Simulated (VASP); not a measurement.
**MgO2: relaxation of cell and atoms with PBEsol**

Crystal: MgO2.

```xyz
12
Lattice="4.8408 0.0000 0.0000 0.0000 4.8408 0.0000 0.0000 0.0000 4.8408" Properties=species:S:1:pos:R:3 pbc="T T T"
Mg    0.0000    2.4204    2.4204
Mg    2.4204    2.4204    0.0000
Mg    2.4204    0.0000    2.4204
Mg    0.0000    0.0000    0.0000
O     1.9926    0.4278    4.4131
O     0.4278    4.4131    1.9926
O     4.4131    1.9926    0.4278
O     2.8482    2.8482    2.8482
O     1.9926    1.9926    1.9926
O     0.4278    2.8482    4.4131
O     4.4131    0.4278    2.8482
O     2.8482    4.4131    0.4278
```

| Property | Result |
| --- | --- |
| Program | VASP 6.6.1 |
| Task | relaxation of cell and atoms |
| Functional | PBEsol |
| Potentials or basis | VASP PAW PBE potentials, release 64 (Mg, O) |
| Cutoff | 600 eV |
| k mesh | 6 × 6 × 6 |
| Occupations | gaussian, width 0.01 eV |
| Spin | no spin polarisation |
| Dipole correction | no |
| Further INCAR settings | ALGO = Normal; EDIFF = 1e-06; IBRION = 2; EDIFFG = -0.001; NSW = 80; ISIF = 3 |

```
Relaxed volume                         : 9.41 Å³/atom
Relaxed cell                           : a = 4.834 Å, b = 4.834 Å, c = 4.834 Å, α = 90.00°, β = 90.00°, γ = 90.00°
Space group after relaxing (to 0.05 Å) : Pa-3 (No. 205)
Energy gained by relaxing              : 0.3 meV/atom
Ionic steps                            : 8
Pressure after relaxing                : 0.0 GPa
Band gap on the k mesh                 : 3.90 eV, indirect (least direct gap 4.03 eV)
```

The path:
```
step  energy change (eV)  largest force (eV/Å)  pressure (GPa)  volume (Å³)
   1              0.0000                0.1842           -0.30       113.44
   2              0.0008                0.2256           -0.62       113.15
   3             -0.0032                0.0123           -0.48       113.30
   4             -0.0037                0.0009            0.10       112.86
   5             -0.0037                0.0029           -0.01       112.94
   6             -0.0037                0.0026            0.00       112.93
   7             -0.0037                0.0027            0.00       112.93
   8             -0.0037                0.0001           -0.01       112.93
```

Final structure:
```cif
data_structure
_symmetry_space_group_name_H-M 'P 1'
_symmetry_Int_Tables_number 1
_cell_length_a 4.8336
_cell_length_b 4.8336
_cell_length_c 4.8336
_cell_angle_alpha 90.000
_cell_angle_beta 90.000
_cell_angle_gamma 90.000
_cell_volume 112.93
loop_
_atom_site_label
_atom_site_type_symbol
_atom_site_fract_x
_atom_site_fract_y
_atom_site_fract_z
_atom_site_occupancy
Mg1 Mg 0.00000 0.50000 0.50000 1
Mg2 Mg 0.50000 0.50000 0.00000 1
Mg3 Mg 0.50000 0.00000 0.50000 1
Mg4 Mg 0.00000 0.00000 0.00000 1
O1 O 0.41111 0.08889 0.91111 1
O2 O 0.08889 0.91111 0.41111 1
O3 O 0.91111 0.41111 0.08889 1
O4 O 0.58889 0.58889 0.58889 1
O5 O 0.41111 0.41111 0.41111 1
O6 O 0.08889 0.58889 0.91111 1
O7 O 0.91111 0.08889 0.58889 1
O8 O 0.58889 0.91111 0.08889 1
```

Levels at points of the mesh, in eV from the valence-band top:
```
           k point  band 24  band 25  band 26  band 27  band 28  band 29  band 30  band 31  band 32  band 33
(0.00, 0.00, 0.00)    -0.50    -0.50    -0.50     0.00     0.00     4.57     4.57     4.57     4.57     6.35
(0.50, 0.00, 0.00)    -0.88    -0.73    -0.73    -0.12    -0.12     3.97     3.97     4.43     4.43     8.67
(0.50, 0.50, 0.00)    -0.69    -0.50    -0.50    -0.50    -0.50     4.19     4.19     4.19     4.19     9.41
(0.50, 0.50, 0.50)    -0.75    -0.57    -0.57    -0.57    -0.57     4.50     4.50     4.50     4.50     9.25
```

Wall time 2.7 min on 1 thread of Intel(R) Xeon(R) 6975P-C (Granite Rapids), with other jobs on the host, peak memory 0.3 GiB.

Caveat: the PAW data sets were made with another functional, which shifts forces and pressure a little. PBEsol gaps usually lie below the measured ones, often by a third to a half.
